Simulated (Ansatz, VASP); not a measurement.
**AlNi3: VASP beside Ansatz**

```xyz
4
Lattice="0.0092 2.8087 2.8015 2.8035 0.0061 2.8045 2.8106 2.8188 -0.0009" Properties=species:S:1:pos:R:3 pbc="T T T"
Al    2.6902    2.8142    2.7841
Ni    1.2622    1.3255    1.2546
Ni   -0.0204    0.2328    0.0420
Ni    4.2806    4.4350    4.1856
```

Change from the starting cell: all atoms moved at random (sigma 0.1 Å), cell strained at random (1 %).

Alike in both runs: task single point; functional PBEsol; k mesh 10 × 10 × 10; occupations gaussian, width 0.1 eV; no spin polarisation.

```csv
,VASP,Ansatz
version,VASP 6.6.1,Ansatz 0.2.0
potentials or method,"VASP PAW PBE potentials, release 64 (Al, Ni), cutoff 520 eV","scalar-relativistic, plane waves, PAW"
valence electrons in the cell,33,57
```

|  | VASP | Ansatz | Ansatz less VASP |
| --- | --- | --- | --- |
| gap on the k mesh at the Fermi level (eV) | none | none | - |
| pressure (GPa) | 8.0 | 8.0 | 0.00 |
| traceless stress, the component that is largest in VASP (GPa) | 4.52 | 4.66 | +0.141 |
| rms of the force components (eV/Å) | 1.604 | 1.613 | +0.0089 |

VASP's potentials were made for PBE, not for PBEsol. Atom by atom the forces differ by 0.013 eV/Å (rms over components). A gap of «none» marks a metal or a gap that the smearing closes. With one functional, cell and mesh, what is left measures potentials, basis and numerics. VASP's potentials hold 33 valence electrons a cell and Ansatz's 57, so a difference there can come from the potentials and not from the codes.
